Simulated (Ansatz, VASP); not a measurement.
# One calculation of RbBr, two programs

Contents of INCAR:

```
SYSTEM = RbBr
PREC = Accurate ; ENCUT = 520
EDIFF = 1E-7 ; ISMEAR = 0
SIGMA = 0.05 ; LREAL = .FALSE.
LASPH = .TRUE. ; NELM = 80
ALGO = Normal ; ISIF = 2
LWAVE = .FALSE. ; LCHARG = .FALSE.
NBANDS = 15
```

Contents of KPOINTS:

```
regular mesh
0
G
  6 6 6
  0 0 0
```

Contents of POSCAR:

```
RbBr
1.0
    0.0000000000      3.4275000000      3.5646000000
    3.4275000000      0.0000000000      3.5646000000
    3.4275000000      3.4275000000      0.0000000000
Rb Br
1 1
Direct
    0.0000000000      0.0000000000      0.0000000000
    0.5000000000      0.5000000000      0.5000000000
```

Input for Ansatz:

```yaml
crystal:
  lattice:
    - [0.0, 3.4275, 3.5646]
    - [3.4275, 0.0, 3.5646]
    - [3.4275, 3.4275, 0.0]
  atoms:
    - { symbol: Rb, position: [0.0, 0.0, 0.0] }
    - { symbol: Br, position: [0.5, 0.5, 0.5] }
basis:
  ecutwfc: 420
kpoints:
  mp_grid: { grid: [6, 6, 6] }
hamiltonian:
  xc: lda
scf:
  occupations: { method: gaussian, width: 0.05 }
output:
  forces: true
  stress: true
  eigenvalues: true
```

Change from the starting cell: strain +0.000 along x and y, +0.040 along z, atoms carried along.

Alike in both runs: task single point; functional LDA; k mesh 6 × 6 × 6; occupations gaussian, width 0.05 eV; no spin polarisation.

|  | VASP | Ansatz |
| --- | --- | --- |
| version | VASP 6.6.1 | Ansatz 0.2.0 |
| potentials or method | VASP PAW LDA potentials, release 64 (Rb_sv, Br), cutoff 520 eV | scalar-relativistic, plane waves, PAW |
| valence electrons in the cell | 16 | 16 |

```csv
,VASP,Ansatz,Ansatz less VASP
gap on the k mesh at the Fermi level (eV),3.85,3.84,-0.010
least direct gap on the mesh (eV),3.85,3.84,-0.010
pressure (GPa),-1.6,-1.6,-0.03
"traceless stress, the component that is largest in VASP (GPa)",-0.48,-0.47,+0.012
```

LDA's correlation is that of Perdew and Zunger in VASP and of Perdew and Wang (1992) in Ansatz.
